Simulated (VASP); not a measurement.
Runs of VASP 6.6.1 on Y. The structure is that of space group P6_3/mmc (No. 194), or close to it. The cells are those of the table. 

```tsv
task	cell	k mesh	cutoff (eV)	gap on the mesh (eV)	pressure (GPa)
single point	a = 3.532, b = 3.532, c = 5.508 Å, angles 90.0, 90.0, 120.0°, 2 atoms	16 × 16 × 9	520	none	(a)
single point	a = 3.584, b = 3.584, c = 5.591 Å, angles 90.0, 90.0, 120.0°, 2 atoms	16 × 16 × 9	520	none	3.6
single point	a = 3.636, b = 3.636, c = 5.670 Å, angles 90.0, 90.0, 120.0°, 2 atoms	16 × 16 × 9	520	none	1.6
single point	a = 3.734, b = 3.734, c = 5.824 Å, angles 90.0, 90.0, 120.0°, 2 atoms	16 × 16 × 9	520	none	-1.5
single point	a = 3.685, b = 3.685, c = 5.748 Å, angles 90.0, 90.0, 120.0°, 2 atoms	10 × 10 × 6	520	none	-0.1
relaxation of cell and atoms	relaxed from a = 3.647, b = 3.647, c = 5.731 Å, angles 90.0, 90.0, 120.0°, 2 atoms	10 × 10 × 6	600	none	0.0
single point	a = 3.685, b = 3.685, c = 5.748 Å, angles 90.0, 90.0, 120.0°, 2 atoms	16 × 16 × 9	520	none	-0.1
```

Alike in all rows: level BLYP; potentials or basis VASP PAW PBE potentials, release 64 (Y_sv); no spin polarisation; smearing fermi-dirac 0.1 eV.

**Question.** Estimate the missing entries.

**Answer.** (a) 5.9.

Caveats: the PAW data sets were made with another functional, which shifts forces and pressure a little; the cell stands under pressure (at least some runs).

A k mesh can miss the band edges, and the runs leave out spin-orbit coupling on Y.

A gap of «none» marks levels without a gap at the run's occupations.
